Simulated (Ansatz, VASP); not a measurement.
## C4N: VASP beside Ansatz

The input INCAR:

```
PREC = Accurate
ENCUT = 520
EDIFF = 1E-6
ISMEAR = 0
SIGMA = 0.1
LREAL = F
LASPH = T
NELM = 150
ALGO = Normal
ISIF = 2
LWAVE = F
LCHARG = F
ISPIN = 2
MAGMOM = 1 1 1 1 1
LORBIT = 11
GGA = PE
NBANDS = 22
```

Contents of KPOINTS:

```
regular mesh
0
Gamma
  4 4 6
```

The input POSCAR:

```
C4N
1.0
    3.0913120600     -3.2460922200      0.0000000000
    3.0913120600      3.2460922200      0.0000000000
    0.0000000000      0.0000000000      2.7759038700
C N
4 1
Direct
    0.8105999900      0.1894000100      0.5000000000
    0.1894000100      0.8105999900      0.5000000000
    0.2852000000      0.2852000000      0.0000000000
    0.7148000000      0.7148000000      0.0000000000
    0.0000000000      0.0000000000      0.0000000000
```

Input for Ansatz:

```yaml
crystal:
  lattice:
    - [3.09131206, -3.24609222, 0.0]
    - [3.09131206, 3.24609222, 0.0]
    - [0.0, 0.0, 2.77590387]
  atoms:
    - { symbol: C, position: [0.81059999, 0.18940001, 0.5], spin: 1.0 }
    - { symbol: C, position: [0.18940001, 0.81059999, 0.5], spin: 1.0 }
    - { symbol: C, position: [0.2852, 0.2852, 0.0], spin: 1.0 }
    - { symbol: C, position: [0.7148, 0.7148, 0.0], spin: 1.0 }
    - { symbol: "N", position: [0.0, 0.0, 0.0], spin: 1.0 }
basis:
  ecutwfc: 420
kpoints:
  mp_grid: { grid: [4, 4, 6] }
hamiltonian:
  xc: pbe
scf:
  occupations: { method: gaussian, width: 0.1 }
  lower_state_search: "off"
output:
  forces: true
  stress: true
  eigenvalues: true
  populations: true
magnetization:
  spin_polarized: true
```

Change from the starting cell: species swapped into the OsCl4 type (Cmmm, No. 65).

Alike in both runs: task single point; functional PBE; k mesh 4 × 4 × 6; occupations gaussian, width 0.1 eV; collinear spin.

```csv
,VASP,Ansatz
version,VASP 6.6.1,Ansatz 0.2.0
potentials or method,"VASP PAW PBE potentials, release 64 (C, N), cutoff 520 eV","scalar-relativistic, plane waves, PAW"
valence electrons in the cell,21,21
```

```tsv
	VASP	Ansatz	Ansatz less VASP
gap on the k mesh at the Fermi level (eV)	none	none	-
pressure (GPa)	-21.0	-21.0	+0.02
traceless stress, the component that is largest in VASP (GPa)	8.52	8.53	+0.004
rms of the force components (eV/Å)	0.580	0.583	+0.0030
net moment per atom (μB)	0.00	0.00	0.000
```

Atom by atom the forces differ by 0.004 eV/Å (rms over components). A gap of «none» marks a metal or a gap that the smearing closes. Ansatz's warnings: seeded moment not kept.

The k mesh is coarse, so the values compare programs but aren't converged.
